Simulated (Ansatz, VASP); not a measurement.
One calculation of SnO, two programs

File POSCAR:

```
SnO
1.0
    3.3813427663      0.0382727572     -0.0557995702
    0.0647282507      5.7389189339     -0.0636449571
   -0.0702187065     -0.0473567456      4.2247178537
Sn O
2 2
Direct
   -0.0456047086      0.2060203637      0.5352165052
    0.4551941711      0.7881590280     -0.0260821773
    0.0259143122      0.9187460463      0.7382394452
    0.5644962252      0.0870745620      0.2526282269
```

The input INCAR.step1:

```
PREC = Accurate ; ENCUT = 520
ISMEAR = 0 ; SIGMA = 0.05
LREAL = False ; LASPH = True
NELM = 60 ; NBANDS = 28
GGA = PE ; ALGO = Normal
EDIFF = 1E-4 ; LWAVE = True
LCHARG = False
```

The input INCAR.step2:

```
PREC = Accurate ; ENCUT = 520
EDIFF = 1E-6 ; ISMEAR = 0
SIGMA = 0.05 ; LREAL = False
LASPH = True ; NELM = 60
ALGO = Normal ; ISIF = 2
LWAVE = False ; LCHARG = True
METAGGA = R2SCAN ; LMIXTAU = True
LELF = True ; LVHAR = True
NBANDS = 28 ; ISTART = 1
```

Contents of KPOINTS:

```
regular mesh
0
Gamma
  8 6 6
```

Input for Ansatz:

```yaml
crystal:
  lattice:
    - [3.3813427663, 0.0382727572, -0.0557995702]
    - [0.0647282507, 5.7389189339, -0.0636449571]
    - [-0.0702187065, -0.0473567456, 4.2247178537]
  atoms:
    - { symbol: Sn, position: [-0.0456047086, 0.2060203637, 0.5352165052] }
    - { symbol: Sn, position: [0.4551941711, 0.788159028, -0.0260821773] }
    - { symbol: O, position: [0.0259143122, 0.9187460463, 0.7382394452] }
    - { symbol: O, position: [0.5644962252, 0.087074562, 0.2526282269] }
basis:
  ecutwfc: 500
kpoints:
  mp_grid: { grid: [8, 6, 6] }
hamiltonian:
  xc: r2scan
scf:
  occupations: { method: gaussian, width: 0.05 }
output:
  forces: true
  stress: true
  eigenvalues: true
  write_density: true
  write_potential: true
  elf: true
  volumetric_format: npy
```

Change from the starting cell: all atoms moved at random (sigma 0.15 Å a component), cell strained at random (sigma 0.03).

Alike in both runs: task single point; functional r2SCAN; k mesh 8 × 6 × 6; occupations gaussian, width 0.05 eV; no spin polarisation.

|  | VASP | Ansatz |
| --- | --- | --- |
| version | VASP 6.6.1 | Ansatz 0.2.0 |
| potentials or method | VASP PAW PBE potentials, release 64 (Sn_d, O), cutoff 520 eV | scalar-relativistic, plane waves, PAW |
| valence electrons in the cell | 40 | 40 |

Ansatz gave:

```
gap on the k mesh at the Fermi level (eV)                     : 1.86
least direct gap on the mesh (eV)                             : 2.46
pressure (GPa)                                                : 13.9
traceless stress, the component that is largest in VASP (GPa) : 11.14
rms of the force components (eV/Å)                            : 2.423
```

Problem. Estimate VASP's values.

Solution. gap on the k mesh at the Fermi level (eV): 1.84; least direct gap on the mesh (eV): 2.45; pressure (GPa): 14.4; traceless stress, the component that is largest in VASP (GPa): 11.50; rms of the force components (eV/Å): 2.500.

VASP's potentials were made for PBE, not for r2SCAN. Atom by atom the forces differ by 0.084 eV/Å (rms over components). The functional is the same, so the differences come from potentials, cutoffs and numerics.
